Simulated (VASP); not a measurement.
A run of VASP 6.6.1 is set up as follows.

File INCAR:

```
SYSTEM = Au
  PREC = Accurate
  ENCUT = 520
  EDIFF = 1E-7
  ISMEAR = -1
  SIGMA = 0.1
  LREAL = .FALSE.
  LASPH = .TRUE.
  NELM = 80
  ALGO = Normal
  ISIF = 2
  LWAVE = .FALSE.
  LCHARG = .FALSE.
  GGA = RP
  NBANDS = 30
```

Contents of KPOINTS:

```
Automatic mesh
0
G
  14 14 4
  0 0 0
```

Contents of POSCAR:

```
Au
1.0
    2.8644878515      0.0000000000      0.0000000000
   -1.4322439257      2.4807192483      0.0000000000
    0.0000000000      0.0000000000      9.5910472157
Au
4
Direct
    0.0000000000      0.0000000000      0.0000000000
    0.0000000000      0.0000000000      0.5000000000
    0.3333333333      0.6666666667      0.2500000000
    0.6666666667      0.3333333333      0.7500000000
```

Potentials or basis: VASP PAW PBE potentials, release 64 (Au).

The run is started by

```console
$ cat potpaw_PBE.64/Au/POTCAR > POTCAR
$ mpirun -np 1 vasp_std > vasp.out
```

**Question.** What does it give for the pressure?

**Answer.** 12.6 GPa.

**Question.** Predict the band gap on the k mesh.

**Answer.** Zero (band 22 reaches 12.21 eV, above the bottom of band 23 at 7.24 eV).

Stress tensor (GPa, compression positive):
```
13.13  0.00  0.00
 0.00 13.13  0.00
 0.00  0.00 11.60
```

Caveat: the PAW data sets were made with another functional, which shifts forces and pressure a little; spin-orbit coupling is left out, which moves the levels of the heavy elements.
